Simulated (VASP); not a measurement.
# KF (Fmmm) in VASP: further runs

Runs on KF. Level: PBE. Tasks: single point.

Program: VASP 6.6.1. These are calculated values, not measurements. Logs are shortened: lines on timing, memory, paths and dates and some standing lists are left out, and cuts for length are marked.

### Step 1. The cell of the first run

Symmetry: Fmmm, No. 69, orthorhombic system. Conventional cell: a = 5.014 Å, b = 5.421 Å, c = 5.611 Å, α = 90.00°, β = 90.00°, γ = 90.00°. K (site symmetry mmm) has 6 F at 2.51 to 2.81 Å within 3.3 Å. Within 3.3 Å of F (site symmetry mmm) lie 6 K at 2.51 to 2.81 Å.

### Step 2. Single point, PBE (normal strain along x +0.0350, normal strain along z -0.0750)

The input, INCAR:

```
  ALGO = Normal
  EDIFF = 1E-7
  ENCUT = 520
  GGA = PE
  ISIF = 2
  ISMEAR = 0
  LASPH = T
  LCHARG = F
  LREAL = F
  LWAVE = F
  NBANDS = 15
  NELM = 100
  PREC = Accurate
  SIGMA = 0.05
```

The input, KPOINTS:

```
k-points
0
Gamma
  8 8 8
```

The input, POSCAR:

```
KF
1.0
    0.0000000000      2.7105354767      2.5072453159
    2.8054042184      0.0000000000      2.5072453159
    2.8054042184      2.7105354767      0.0000000000
K F
1 1
Direct
    0.0000000000      0.0000000000      0.0000000000
    0.5000000000      0.5000000000      0.5000000000
```

Potentials or basis: VASP PAW PBE potentials, release 64 (K_sv, F).

The run is started by

```sh
$ cat potpaw_PBE.64/K_sv/POTCAR potpaw_PBE.64/F/POTCAR > POTCAR
$ mpirun -np 1 vasp_std > vasp.out
```

OUTCAR:

```text
EDIFF = 1E-7
   ENCUT = 520
   GGA = PE
   ISIF = 2
   ISMEAR = 0
   LASPH = T
   LREAL = F
   NELM = 100
   PREC = Accurate

 ion  position               nearest neighbor table
   1  0.000  0.000  0.000-   2 2.51   2 2.51   2 2.71   2 2.71   2 2.81   2 2.81
   2  0.500  0.500  0.500-   1 2.51   1 2.51   1 2.71   1 2.71   1 2.81   1 2.81

  LATTYP: Found a face centered orthorhombic cell.
 ALAT       =     5.0144906318
 B/A-ratio  =     1.0810810811
 C/A-ratio  =     1.1189189189

  Lattice vectors:

 A1 = (   2.8054042184,  -2.7105354767,   0.0000000000)
 A2 = (   2.8054042184,   0.0000000000,   2.5072453159)
 A3 = (   0.0000000000,  -2.7105354767,   2.5072453159)

Analysis of symmetry for initial positions (statically):
=====================================================================
 Subroutine PRICEL returns:
 Original cell was already a primitive cell.

 Routine SETGRP: Setting up the symmetry group for a
 face centered orthorhombic supercell.

 Subroutine GETGRP returns: Found  8 space group operations
 (whereof  8 operations were pure point group operations)
 out of a pool of  8 trial point group operations.

The static configuration has the point symmetry D_2h.

Analysis of symmetry for dynamics (positions and initial velocities):
=====================================================================
 Subroutine PRICEL returns:
 Original cell was already a primitive cell.

 Routine SETGRP: Setting up the symmetry group for a
 face centered orthorhombic supercell.

 Subroutine GETGRP returns: Found  8 space group operations
 (whereof  8 operations were pure point group operations)
 out of a pool of  8 trial point group operations.

The dynamic configuration has the point symmetry D_2h.

 Subroutine INISYM returns: Found  8 space group operations
 (whereof  8 operations are pure point group operations),
 and found     1 'primitive' translations

----------------------------------------------------------------------------------------

                                     Primitive cell

  volume of cell :      38.1309

  direct lattice vectors                    reciprocal lattice vectors
     0.000000000  2.710535477  2.507245316    -0.178227436  0.184465396  0.199422050
     2.805404218  0.000000000  2.507245316     0.178227436 -0.184465396  0.199422050
     2.805404218  2.710535477  0.000000000     0.178227436  0.184465396 -0.199422050

  length of vectors
     3.692327402  3.762522014  3.900935195     0.324902532  0.324902532  0.324902532

  position of ions in fractional coordinates (direct lattice)
[... 90 lines left out ...]
   NELECT =      16.0000    total number of electrons
   NUPDOWN=      -1.0000    fix difference up-down
   EMIN   =  10.00;   EMAX   =-10.00  energy-range for DOS
   EFERMI =   0.00;   METHOD = LEGACY
   ISMEAR =     0;   SIGMA  =   0.05  broadening in eV -4-tet -1-fermi 0-gaus
   EFERMI_NEDOS =   21; number of points for ismear=-14 and -15
   IALGO  =     38    algorithm
   IMIX   =      4    mixing-type and parameters
     AMIX     =   0.40;   BMIX     =  1.00
     AMIX_MAG =   1.60;   BMIX_MAG =  1.00
  volume/ion in A,a.u.               =      19.07       128.66
  Fermi-wavevector in a.u.,A,eV,Ry     =   1.225620  2.316085 20.437902  1.502143
  Thomas-Fermi vector in A             =   2.360651
   LORBIT       =      0    0 simple, 1 ext, 2 COOP (PROOUT), +10 PAW based schemes
   GGA     = PE    functional components
   LHFCALC =     F    Hartree Fock is set to
   AEXX    =    0.0000 exact exchange contribution
   IVDW    =     0    specifies the selected vdW correction
   LEPSILON=     F    determine dielectric tensor
   LRPA    =     F    only Hartree local field effects (RPA)
 non-spin polarized calculation
 Gauss-broadening in eV      SIGMA  =   0.05
  energy-cutoff  :      520.00
  volume of cell :       38.13
 maximum number of plane-waves:      1046
   NGX = 13   NGY = 13   NGZ = 15

 number of electron      16.0000003 magnetization

 Free energy of the ion-electron system (eV)
  ---------------------------------------------------
  ext. energy  EPLUGINS =         0.00000000
  ---------------------------------------------------
  free energy    TOTEN  =        -8.23796546 eV

  energy without entropy =       -8.23796546  energy(sigma->0) =       -8.23796546

 E-fermi :  -2.3669     XC(G=0):  -8.3921

 val. band max:       -2.6791221200   @ k =   0.0000   0.0000   0.0000
 cond. band min:       3.3107515608   @ k =   0.0000   0.0000   0.0000
 fundamental gap:      5.9898736808
 Fermi energy:        -2.3669100593

 k-point     1 :       0.0000    0.0000    0.0000
  band No.  band energies     occupation
      1     -28.9070      2.00000
      2     -21.4736      2.00000
      3     -12.1776      2.00000
      4     -12.1647      2.00000
      5     -12.1516      2.00000
      6      -2.8734      2.00000
      7      -2.8402      2.00000
      8      -2.6791      2.00000
      9       3.3108      0.00000
     10       7.6554      0.00000
     11       7.8639      0.00000
     12       8.2833      0.00000
     13       9.0920      0.00000
     14      10.1480      0.00000
[... 401 lines left out ...]
      2     -21.5423      2.00000
      3     -12.3857      2.00000
      4     -12.2542      2.00000
      5     -12.1942      2.00000
      6      -3.3935      2.00000
      7      -3.0765      2.00000
      8      -2.9873      2.00000
      9       5.7822      0.00000
     10       6.9974      0.00000
     11       8.9226      0.00000
     12       9.4414      0.00000
     13      10.4648      0.00000
     14      11.0164      0.00000
     15      14.5761      0.00000

 [... further k-points ...]

------------------------ aborting loop because EDIFF is reached ----------------------------------------

  FORCE on cell =-STRESS in cart. coord.  units (eV):
  Direction    XX          YY          ZZ          XY          YZ          ZX
  --------------------------------------------------------------------------------------
  -------------------------------------------------------------------------------------
  Total       -0.1552149      0.1920376      1.6649132      0.0000000     -0.0000000      0.0000000
  in kB       -6.5217887      8.0689951     69.9559761      0.0000000     -0.0000000      0.0000000
  external PRESSURE =      23.8343942 kB  Pullay stress =       0.0000000 kB

 VOLUME and BASIS-vectors are now :
 -----------------------------------------------------------------------------
  energy-cutoff  :      520.00
  volume of cell :       38.13
      direct lattice vectors                 reciprocal lattice vectors
     0.000000000  2.710535477  2.507245316    -0.178227436  0.184465396  0.199422050
     2.805404218  0.000000000  2.507245316     0.178227436 -0.184465396  0.199422050
     2.805404218  2.710535477  0.000000000     0.178227436  0.184465396 -0.199422050

 POSITION                                       TOTAL-FORCE (eV/Angst)
 -----------------------------------------------------------------------------------
      0.00000      0.00000      0.00000         0.000000      0.000000      0.000000
      2.80540      2.71054      2.50725         0.000000     -0.000000      0.000000
 -----------------------------------------------------------------------------------
    total drift:                                0.000000      0.000000      0.000000

  FREE ENERGIE OF THE ION-ELECTRON SYSTEM (eV)
  ---------------------------------------------------
  free  energy   TOTEN  =        -8.2379654586 eV

  energy  without entropy=       -8.2379654586  energy(sigma->0) =       -8.23796546
```

stdout:

```text
POSCAR found type information on POSCAR K F
 POSCAR found :  2 types and       2 ions
 scaLAPACK will be used
 LDA part: xc-table for (Slater+PW92), standard interpolation
 POSCAR, INCAR and KPOINTS ok, starting setup
 FFT: planning ... GRIDC
 FFT: planning ... GRID_SOFT
 FFT: planning ... GRID
 WAVECAR not read
 entering main loop
```

Run time: 97 s. Hardware: 1 thread of Intel Xeon 8259CL, shared host; peak memory 0.19 GiB.

Results:

```yaml
Free_energy: -8.2380 eV
Pressure: 2.4 GPa
Band_gap_on_the_k_mesh: 5.99 eV
```

Stress tensor (GPa, compression positive):
```
-0.65  0.00  0.00
 0.00  0.81  0.00
 0.00  0.00  7.00
```

Caveat: the cell differs from its parent crystal (normal strain along x +0.0350, normal strain along z -0.0750). A k mesh can miss the band edges.

### Step 3. Single point, PBE (normal strain along x +0.0700, normal strain along z -0.1125)

The input, INCAR:

```
PREC = Accurate
ENCUT = 520
EDIFF = 1E-6
ISMEAR = 0
SIGMA = 0.05
LREAL = F
LASPH = T
NELM = 80
ALGO = Normal
ISIF = 2
LWAVE = F
LCHARG = F
GGA = PE
NBANDS = 15
```

The input, KPOINTS:

```
Automatic mesh
0
Gamma
  8 8 8
```

The input, POSCAR:

```
KF
1.0
    0.0000000000      2.7105354767      2.4056002356
    2.9002729601      0.0000000000      2.4056002356
    2.9002729601      2.7105354767      0.0000000000
K F
1 1
Direct
    0.0000000000      0.0000000000      0.0000000000
    0.5000000000      0.5000000000      0.5000000000
```

Potentials or basis: VASP PAW PBE potentials, release 64 (K_sv, F).

The run is started by

```sh
$ cat potpaw_PBE.64/K_sv/POTCAR potpaw_PBE.64/F/POTCAR > POTCAR
$ mpirun -np 1 vasp_std > vasp.out
```

OUTCAR:

```text
PREC = Accurate
   ENCUT = 520
   EDIFF = 1E-6
   ISMEAR = 0
   LREAL = F
   LASPH = T
   NELM = 80
   ISIF = 2
   GGA = PE

 ion  position               nearest neighbor table
   1  0.000  0.000  0.000-   2 2.41   2 2.41   2 2.71   2 2.71
   2  0.500  0.500  0.500-   1 2.41   1 2.41   1 2.71   1 2.71

  LATTYP: Found a face centered orthorhombic cell.
 ALAT       =     4.8112004712
 B/A-ratio  =     1.1267605634
 C/A-ratio  =     1.2056338028

  Lattice vectors:

 A1 = (   2.9002729601,  -2.7105354767,   0.0000000000)
 A2 = (   2.9002729601,   0.0000000000,   2.4056002356)
 A3 = (   0.0000000000,  -2.7105354767,   2.4056002356)

Analysis of symmetry for initial positions (statically):
=====================================================================
 Subroutine PRICEL returns:
 Original cell was already a primitive cell.

 Routine SETGRP: Setting up the symmetry group for a
 face centered orthorhombic supercell.

 Subroutine GETGRP returns: Found  8 space group operations
 (whereof  8 operations were pure point group operations)
 out of a pool of  8 trial point group operations.

The static configuration has the point symmetry D_2h.

Analysis of symmetry for dynamics (positions and initial velocities):
=====================================================================
 Subroutine PRICEL returns:
 Original cell was already a primitive cell.

 Routine SETGRP: Setting up the symmetry group for a
 face centered orthorhombic supercell.

 Subroutine GETGRP returns: Found  8 space group operations
 (whereof  8 operations were pure point group operations)
 out of a pool of  8 trial point group operations.

The dynamic configuration has the point symmetry D_2h.

 Subroutine INISYM returns: Found  8 space group operations
 (whereof  8 operations are pure point group operations),
 and found     1 'primitive' translations

[... 123 lines left out ...]
   LEPSILON=     F    determine dielectric tensor
   LRPA    =     F    only Hartree local field effects (RPA)
 non-spin polarized calculation
 Gauss-broadening in eV      SIGMA  =   0.05
  energy-cutoff  :      520.00
  volume of cell :       37.82
 maximum number of plane-waves:      1031
   NGX = 13   NGY = 13   NGZ = 15

 number of electron      16.0000009 magnetization

 Free energy of the ion-electron system (eV)
  ---------------------------------------------------
  ext. energy  EPLUGINS =         0.00000000
  ---------------------------------------------------
  free energy    TOTEN  =        -8.13180131 eV

  energy without entropy =       -8.13180131  energy(sigma->0) =       -8.13180131

 E-fermi :  -2.1956     XC(G=0):  -8.4057

 val. band max:       -2.5272228972   @ k =   0.0000   0.0000   0.0000
 cond. band min:       3.2829208033   @ k =   0.0000   0.0000   0.0000
 fundamental gap:      5.8101437005
 Fermi energy:        -2.1956175964

 k-point     1 :       0.0000    0.0000    0.0000
  band No.  band energies     occupation
      1     -28.8091      2.00000
      2     -21.4763      2.00000
      3     -12.1007      2.00000
      4     -12.0952      2.00000
      5     -12.0269      2.00000
      6      -2.9025      2.00000
      7      -2.8513      2.00000
      8      -2.5272      2.00000
      9       3.2829      0.00000
     10       7.5860      0.00000
     11       8.0118      0.00000
     12       8.6310      0.00000
     13       8.9029      0.00000
     14      10.6937      0.00000
[... 401 lines left out ...]
      2     -21.5694      2.00000
      3     -12.2851      2.00000
      4     -12.1678      2.00000
      5     -12.0741      2.00000
      6      -3.3890      2.00000
      7      -3.0908      2.00000
      8      -2.9410      2.00000
      9       5.7365      0.00000
     10       7.1222      0.00000
     11       8.9333      0.00000
     12       9.6560      0.00000
     13      10.5146      0.00000
     14      11.3788      0.00000
     15      14.5874      0.00000

 [... further k-points ...]

------------------------ aborting loop because EDIFF is reached ----------------------------------------

  FORCE on cell =-STRESS in cart. coord.  units (eV):
  Direction    XX          YY          ZZ          XY          YZ          ZX
  --------------------------------------------------------------------------------------
  -------------------------------------------------------------------------------------
  Total       -0.3033120      0.2844912      3.1617803      0.0000000     -0.0000000      0.0000000
  in kB      -12.8485087     12.0512468    133.9352383      0.0000000     -0.0000000      0.0000000
  external PRESSURE =      44.3793255 kB  Pullay stress =       0.0000000 kB

 VOLUME and BASIS-vectors are now :
 -----------------------------------------------------------------------------
  energy-cutoff  :      520.00
  volume of cell :       37.82
      direct lattice vectors                 reciprocal lattice vectors
     0.000000000  2.710535477  2.405600236    -0.172397566  0.184465396  0.207848333
     2.900272960  0.000000000  2.405600236     0.172397566 -0.184465396  0.207848333
     2.900272960  2.710535477  0.000000000     0.172397566  0.184465396 -0.207848333

 POSITION                                       TOTAL-FORCE (eV/Angst)
 -----------------------------------------------------------------------------------
      0.00000      0.00000      0.00000         0.000000      0.000000      0.000000
      2.90027      2.71054      2.40560         0.000000     -0.000000      0.000000
 -----------------------------------------------------------------------------------
    total drift:                                0.000000      0.000000      0.000000

  FREE ENERGIE OF THE ION-ELECTRON SYSTEM (eV)
  ---------------------------------------------------
  free  energy   TOTEN  =        -8.1318013123 eV

  energy  without entropy=       -8.1318013123  energy(sigma->0) =       -8.13180131
```

OSZICAR:

```text
N       E                     dE             d eps       ncg     rms          rms(c)
DAV:   1     0.110625027522E+03    0.11063E+03   -0.82053E+03  2858   0.104E+03
DAV:   2    -0.496708582668E+01   -0.11559E+03   -0.10539E+03  3684   0.285E+02
DAV:   3    -0.931366667832E+01   -0.43466E+01   -0.43258E+01  3797   0.494E+01
DAV:   4    -0.944282390646E+01   -0.12916E+00   -0.12913E+00  3861   0.783E+00
DAV:   5    -0.944414601265E+01   -0.13221E-02   -0.13221E-02  3828   0.762E-01    0.676E+00
DAV:   6    -0.816062200833E+01    0.12835E+01   -0.35801E+00  2990   0.158E+01    0.479E+00
DAV:   7    -0.813298742783E+01    0.27635E-01   -0.75611E-02  3592   0.239E+00    0.271E+00
DAV:   8    -0.812924054063E+01    0.37469E-02   -0.51611E-02  3116   0.228E+00    0.205E-01
DAV:   9    -0.813102646923E+01   -0.17859E-02   -0.44460E-03  3768   0.534E-01    0.129E-01
DAV:  10    -0.813173984312E+01   -0.71337E-03   -0.70481E-04  2994   0.232E-01    0.490E-02
DAV:  11    -0.813180524739E+01   -0.65404E-04   -0.10209E-04  3186   0.949E-02    0.244E-02
DAV:  12    -0.813180071188E+01    0.45355E-05   -0.26185E-05  3319   0.496E-02    0.351E-03
DAV:  13    -0.813180131231E+01   -0.60043E-06   -0.24452E-06  3256   0.145E-02
   1 F= -.81318013E+01 E0= -.81318013E+01  d E =-.748120E-23
```

stdout:

```text
POSCAR found type information on POSCAR K F
 POSCAR found :  2 types and       2 ions
 scaLAPACK will be used
 LDA part: xc-table for (Slater+PW92), standard interpolation
 POSCAR, INCAR and KPOINTS ok, starting setup
 FFT: planning ... GRIDC
 FFT: planning ... GRID_SOFT
 FFT: planning ... GRID
 WAVECAR not read
 entering main loop
```

Run time: 87 s. Hardware: 1 thread of Intel Xeon 8259CL, shared host; peak memory 0.19 GiB.

What came out:

* Free energy: -8.1318 eV
* Pressure: 4.4 GPa
* Band gap on the k mesh: 5.81 eV

Levels at points of the mesh, in eV from the valence-band top:
| k point | band 5 | band 6 | band 7 | band 8 | band 9 | band 10 | band 11 | band 12 |
| --- | --- | --- | --- | --- | --- | --- | --- | --- |
| (0.00, 0.00, 0.00) | -9.50 | -0.38 | -0.32 | 0.00 | 5.81 | 10.11 | 10.54 | 11.16 |
| (0.50, 0.00, 0.00) | -9.38 | -1.10 | -0.69 | -0.65 | 8.78 | 10.33 | 11.50 | 12.48 |
| (0.50, 0.50, 0.00) | -9.82 | -0.45 | -0.38 | -0.09 | 7.62 | 10.41 | 12.54 | 13.48 |
| (0.50, 0.00, 0.50) | -9.66 | -0.52 | -0.43 | -0.02 | 8.21 | 9.97 | 11.40 | 13.25 |
| (0.00, 0.50, 0.50) | -9.60 | -0.64 | -0.37 | -0.02 | 8.36 | 10.10 | 10.77 | 13.53 |

Caveat: the cell differs from its parent crystal (normal strain along x +0.0700, normal strain along z -0.1125); the cell stands under pressure.

[end of part 1 of 2]
